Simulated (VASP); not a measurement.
Wanted: the native input for a VASP 6.6.1 run.

| Quantity | Value |
| --- | --- |
| Task | single point |
| Functional | BLYP |
| Dispersion | D4 |
| Potentials or basis | VASP PAW PBE potentials, release 64 (As, Ga_d) |
| Cutoff | 520 eV |
| k mesh | 8 × 8 × 8 |
| Occupations | fermi-dirac, width 0.05 eV |
| Spin | no spin polarisation |
| Dipole correction | no |
| Further INCAR settings | ALGO = Normal; EDIFF = 1e-07; NBANDS = 16 |

The structure of GaAs lies in POSCAR:

```
GaAs
1.0
    0.0000000000      2.8382531767      2.8382531767
    2.8382531767      0.0000000000      2.8382531767
    2.8382531767      2.8382531767      0.0000000000
As Ga
1 1
Direct
    0.7500000000      0.7500000000      0.7500000000
    0.0000000000      0.0000000000      0.0000000000
```

One way to write it, as run:

INCAR

```
PREC = Accurate ; ENCUT = 520
EDIFF = 1E-7 ; ISMEAR = -1
SIGMA = 0.05 ; LREAL = F
LASPH = T ; NELM = 60
ALGO = Normal ; ISIF = 2
LWAVE = F ; LCHARG = F
GGA = B5 ; ALDAX = 1.0
AGGAX = 1.0 ; AGGAC = 1.0
ALDAC = 0.0 ; IVDW = 13
VDW_S6 = 1.0 ; VDW_S8 = 2.34076671
VDW_A1 = 0.44488865 ; VDW_A2 = 4.0933009
NBANDS = 16
```

KPOINTS

```
Automatic mesh
0
Gamma
  8 8 8
```

Potentials or basis: VASP PAW PBE potentials, release 64 (As, Ga_d).

The run is started by

```console
$ cat potpaw_PBE.64/As/POTCAR potpaw_PBE.64/Ga_d/POTCAR > POTCAR
$ mpirun -np 1 vasp_std > vasp.out
```

Results of the run:

```json
{"Pressure": "0.3 GPa", "Band gap on the k mesh": "0.30 eV, direct", "Dispersion energy per atom": "-0.787 eV"}
```

Caveat: the PAW data sets were made with another functional, which shifts forces and pressure a little.

Wall time 32 s on 1 thread of AMD EPYC 7R43 64-Core Processor (Zen 3) (shared host), peak memory 0.14 GiB.
